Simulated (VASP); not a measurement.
Here is a VASP 6.6.1 calculation.

The input INCAR:

```
  ALGO = Normal
  EDIFF = 1E-6
  ENCUT = 500
  GGA = PE
  GGA_COMPAT = F
  ISIF = 2
  ISMEAR = 0
  LASPH = T
  LCHARG = T
  LELF = T
  LREAL = F
  LVHAR = T
  LWAVE = F
  NBANDS = 46
  NELM = 120
  PREC = Accurate
  SIGMA = 0.2
```

KPOINTS

```
k-points
0
Gamma
  4 4 4
```

Contents of POSCAR:

```
Hf2ZrGe3
1.0
   -2.5892053217      2.5892053217      5.6234913029
    2.5892053217     -2.5892053217      5.6234913029
    2.5892053217      2.5892053217     -5.6234913029
Zr Hf Ge
1 2 3
Direct
    0.5000000000      0.5000000000      0.0000000000
    0.2264308131      0.2264308131      0.0000000000
    0.7735691869      0.7735691869      0.0000000000
    0.7500000000      0.2500000000      0.5000000000
    0.2500000000      0.7500000000      0.5000000000
    0.0000000000      0.0000000000      0.0000000000
```

Potentials or basis: VASP PAW PBE potentials, release 64 (Zr_sv, Hf_pv, Ge_d).

Launch:

```sh
$ cat potpaw_PBE.64/Zr_sv/POTCAR potpaw_PBE.64/Hf_pv/POTCAR potpaw_PBE.64/Ge_d/POTCAR > POTCAR
$ mpirun -np 1 vasp_std > vasp.out
```

Task: Predict the band gap on the k mesh.

Result: Zero (bands 37 and 38 overlap by 0.51 eV).

Task: Predict the pressure.

Result: -0.1 GPa.

Stress tensor (GPa, compression positive):
```
-0.18  0.00  0.00
 0.00 -0.18  0.00
 0.00  0.00 -0.08
```

Caveat: spin-orbit coupling is left out, which moves the levels of the heavy elements.
